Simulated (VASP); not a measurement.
A run of VASP 6.6.1 is set up as follows.

Contents of INCAR:

```
SYSTEM = Al
PREC = Accurate
ENCUT = 520
EDIFF = 1E-6
ISMEAR = 0
SIGMA = 0.15
LREAL = .FALSE.
LASPH = .TRUE.
NELM = 100
ALGO = Normal
ISIF = 2
LWAVE = .FALSE.
LCHARG = .TRUE.
GGA = PE
IVDW = 12
LELF = .TRUE.
LVHAR = .TRUE.
NBANDS = 14
```

Contents of KPOINTS:

```
regular mesh
0
G
  18 18 4
  0 0 0
```

POSCAR

```
Al
1.0
    2.7356000000      0.0000000000      0.0000000000
   -1.3678000000      2.3690990946      0.0000000000
    0.0000000000      0.0000000000      8.0434000000
Al
4
Direct
    0.0000000000      0.0000000000      0.0000000000
    0.3333333333      0.6666666667      0.2500000000
    0.0000000000      0.0000000000      0.5000000000
    0.6666666667      0.3333333333      0.7500000000
```

Potentials or basis: VASP PAW PBE potentials, release 64 (Al).

The run is started by

```bash
$ cat potpaw_PBE.64/Al/POTCAR > POTCAR
$ mpirun -np 1 vasp_std > vasp.out
```

Q: Estimate the band gap on the k mesh.

A: Zero (band 6 reaches 16.91 eV, above the bottom of band 7 at 8.65 eV).

Q: Predict the pressure.

A: 27.7 GPa.

Stress tensor (GPa, compression positive):
```
20.23  0.00  0.00
 0.00 20.23  0.00
 0.00  0.00 42.63
```

Caveat: pairwise dispersion overbinds metals, which lowers pressure and volume.
